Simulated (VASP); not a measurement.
Here is a VASP 6.6.1 calculation.

Contents of INCAR:

```
  PREC = Accurate
  ENCUT = 520
  EDIFF = 1E-7
  ISMEAR = 0
  SIGMA = 0.05
  LREAL = Auto
  LASPH = T
  NELM = 100
  ALGO = Normal
  ISIF = 2
  LWAVE = F
  LCHARG = F
  LDIPOL = T
  IDIPOL = 3
  DIPOL = 0.5 0.5 0.275
  GGA = PE
  NBANDS = 100
```

File KPOINTS:

```
regular mesh
0
Gamma
  3 3 1
```

File POSCAR:

```
Pb8CS8O
1.0
    8.4980431765      0.0000000000      0.0000000000
    0.0000000000      8.4980431765      0.0000000000
    0.0000000000      0.0000000000     20.7166259994
Pb S C O
8 8 1 1
Direct
    0.2500000000      0.2500000000      0.1930816341
    0.2500000000      0.7500000000      0.1930816341
    0.7500000000      0.2500000000      0.1930816341
    0.7500000000      0.7500000000      0.1930816341
    0.0000000000      0.0000000000      0.3242142808
    0.0000000000      0.5000000000      0.3242142808
    0.5000000000      0.0000000000      0.3242142808
    0.5000000000      0.5000000000      0.3242142808
    0.0000000000      0.0000000000      0.1930816341
    0.0000000000      0.5000000000      0.1930816341
    0.5000000000      0.0000000000      0.1930816341
    0.5000000000      0.5000000000      0.1930816341
    0.2500000000      0.2500000000      0.3230985962
    0.2500000000      0.7500000000      0.3230985962
    0.7500000000      0.2500000000      0.3230985962
    0.7500000000      0.7500000000      0.3230985962
    0.6575669559      0.0000000000      0.4091701998
    0.8424330441      0.0000000000      0.4091701998
```

Potentials or basis: VASP PAW PBE potentials, release 64 (Pb_d, S, C, O).

Launch:

```sh
$ cat potpaw_PBE.64/Pb_d/POTCAR potpaw_PBE.64/S/POTCAR potpaw_PBE.64/C/POTCAR potpaw_PBE.64/O/POTCAR > POTCAR
$ mpirun -np 1 vasp_std > vasp.out
```

Estimate the band gap on the k mesh.

0.49 eV.

Estimate the largest force.

10.324 eV/Å.

Forces in eV/Å, atoms in the order of the input:
```
Pb  -0.033 -0.067 -0.266
Pb  -0.033  0.067 -0.266
Pb  -0.011 -0.062 -0.268
Pb  -0.011  0.062 -0.268
Pb   0.960  0.000 -0.949
Pb  -0.007  0.000 -0.003
Pb  -1.550  0.000 -2.089
Pb   0.072  0.000 -0.023
S   -0.137  0.000 -0.466
S    0.030  0.000  0.224
S    0.115  0.000 -0.125
S   -0.052  0.000  0.167
S    0.138  0.062  0.166
S    0.138 -0.062  0.166
S   -0.201  0.454 -0.324
S   -0.201 -0.454 -0.324
C   10.079  0.000  2.238
O   -9.297  0.000  2.412
```

Caveat: spin-orbit coupling is left out, which moves the levels of the heavy elements.
